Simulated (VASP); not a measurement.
Crystal: Se.

```
Se
1.0
     0.00000    2.97196    2.97196
     2.97196    0.00000    2.97196
     2.97196    2.97196    0.00000
Se
2
Direct
  0.87500 0.87500 0.87500
  0.12500 0.12500 0.12500
```

| Item | Value |
| --- | --- |
| Program | VASP 6.6.1 |
| Task | relaxation of cell and atoms |
| Functional | PBE |
| Potentials or basis | VASP PAW PBE potentials, release 64 (Se) |
| Cutoff | 600 eV |
| k mesh | 11 × 11 × 11 |
| Occupations | fermi-dirac, width 0.1 eV |
| Spin | no spin polarisation |

At the start: pressure 10.9 GPa; volume 26.25 Å³/atom.

Task: How do energy, volume and symmetry change on relaxing?

Result: Over 5 steps the energy falls by 159.4 meV/atom and the volume is 31.77 Å³/atom (+21.0 %); space group Fd-3m (No. 227, to 0.05 Å).

Step by step:
```
step  energy change (eV)  largest force (eV/Å)  pressure (GPa)  volume (Å³)
   1              0.0000                0.0000           10.88        52.50
   2             -0.2950                0.0000           -1.96        67.24
   3             -0.3189                0.0000            0.07        63.40
   4             -0.3189                0.0000           -0.06        63.64
   5             -0.3189                0.0000           -0.01        63.54
```

Final structure:
```
Se
1.0
     0.00000    3.16711    3.16711
     3.16711    0.00000    3.16711
     3.16711    3.16711    0.00000
Se
2
Direct
  0.87500 0.87500 0.87500
  0.12500 0.12500 0.12500
```

Caveat: the volume moved by over 15 % at a fixed basis, so the end points are rough.
